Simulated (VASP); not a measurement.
Set up this calculation in VASP 6.6.1, as the native input.

```yaml
Task: single point
Functional: PBEsol
Potentials_or_basis: VASP PAW PBE potentials, release 64 (Ta_pv)
Cutoff: 520 eV
k_mesh: 14 × 14 × 14
Occupations: gaussian, width 0.05 eV
Spin: no spin polarisation
Dipole_correction: no
Further_INCAR_settings: ALGO = Normal; EDIFF = 1e-06; NBANDS = 12
```

The structure of Ta lies in POSCAR:

```
Ta
1.0
   -1.6512800000      1.6512800000      1.6512800000
    1.6512800000     -1.6512800000      1.6512800000
    1.6512800000      1.6512800000     -1.6512800000
Ta
1
Direct
    0.0000000000      0.0000000000      0.0000000000
```

One way to write it, as run:

INCAR

```
SYSTEM = Ta
ALGO     = Normal         ! electronic algorithm
EDIFF    = 1E-6           ! SCF threshold, eV
ENCUT    = 520            ! plane-wave cutoff, eV
GGA      = PS             ! functional
ISIF     = 2              ! what is computed and relaxed
ISMEAR   = 0              ! smearing method
LASPH    = .TRUE.         ! aspherical terms in the spheres
LCHARG   = .FALSE.        ! write CHGCAR
LREAL    = .FALSE.        ! projectors in reciprocal space
LWAVE    = .FALSE.        ! write WAVECAR
NBANDS   = 12             ! bands
NELM     = 80             ! most SCF steps
PREC     = Accurate       ! precision mode
SIGMA    = 0.05           ! smearing width, eV
```

KPOINTS

```
k-points
0
G
  14 14 14
  0 0 0
```

Potentials or basis: VASP PAW PBE potentials, release 64 (Ta_pv).

Run with:

```bash
$ cat potpaw_PBE.64/Ta_pv/POTCAR > POTCAR
$ mpirun -np 1 vasp_std > vasp.out
```

Results of the run:

```
Pressure : -3.6 GPa
```

Caveat: the PAW data sets were made with another functional, which shifts forces and pressure a little.

It took 9.1 s on 1 thread of Intel(R) Xeon(R) Platinum 8375C CPU @ 2.90GHz (Ice Lake) (shared host), peak memory 0.15 GiB.
